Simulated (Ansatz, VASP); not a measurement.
One calculation of SnO, two programs

File INCAR:

```
ALGO = Normal
EDIFF = 1E-6
ENCUT = 520
GGA = CA
ISIF = 2
ISMEAR = 0
LASPH = True
LCHARG = False
LREAL = False
LWAVE = False
NBANDS = 28
NELM = 80
PREC = Accurate
SIGMA = 0.01
```

Contents of KPOINTS:

```
k-points
0
Gamma
  4 3 3
```

File POSCAR:

```
SnO
1.0
    3.3550050000      0.0000000000      0.0000000000
    0.0000000000      5.6741040000      0.0000000000
    0.0000000000      0.0000000000      4.2219700000
Sn O
2 2
Direct
   -0.0169018180      0.1965780389      0.4974035345
    0.4993893237      0.7414518343      0.0242295062
   -0.0271099561      0.8639191535      0.7259509520
    0.5306200283      0.1079145813      0.2055476597
```

Input for Ansatz:

```yaml
crystal:
  lattice:
    - [3.355005, 0.0, 0.0]
    - [0.0, 5.674104, 0.0]
    - [0.0, 0.0, 4.22197]
  atoms:
    - { symbol: Sn, position: [-0.016901817992005172, 0.1965780389411546, 0.49740353454927344] }
    - { symbol: Sn, position: [0.49938932366598704, 0.7414518342627063, 0.024229506181113747] }
    - { symbol: O, position: [-0.027109956131499035, 0.863919153493073, 0.7259509520314655] }
    - { symbol: O, position: [0.5306200282983646, 0.10791458134070564, 0.20554765971467043] }
kpoints:
  mp_grid:
    grid: [4, 3, 3]
hamiltonian:
  xc: lda
scf:
  occupations:
    method: fixed
output:
  forces: true
```

Alike in both runs: task single point; functional LDA; k mesh 4 × 3 × 3; no spin polarisation.

|  | VASP | Ansatz |
| --- | --- | --- |
| version | VASP 6.6.1 | Ansatz 0.2.0 |
| potentials or method | VASP PAW LDA potentials, release 64 (Sn_d, O) | plane waves, PAW |
| plane-wave cutoff (eV) | 520 | 420 |
| occupations | gaussian, width 0.01 eV | fixed |
| valence electrons in the cell | 40 | 40 |

|  | VASP | Ansatz | Ansatz less VASP |
| --- | --- | --- | --- |
| rms of the force components (eV/Å) | 0.706 | 0.702 | -0.0040 |

LDA's correlation is that of Perdew and Zunger in VASP and of Perdew and Wang (1992) in Ansatz. Atom by atom the forces differ by 0.045 eV/Å (rms over components).

The k mesh is coarse, so the values compare programs but aren't converged.
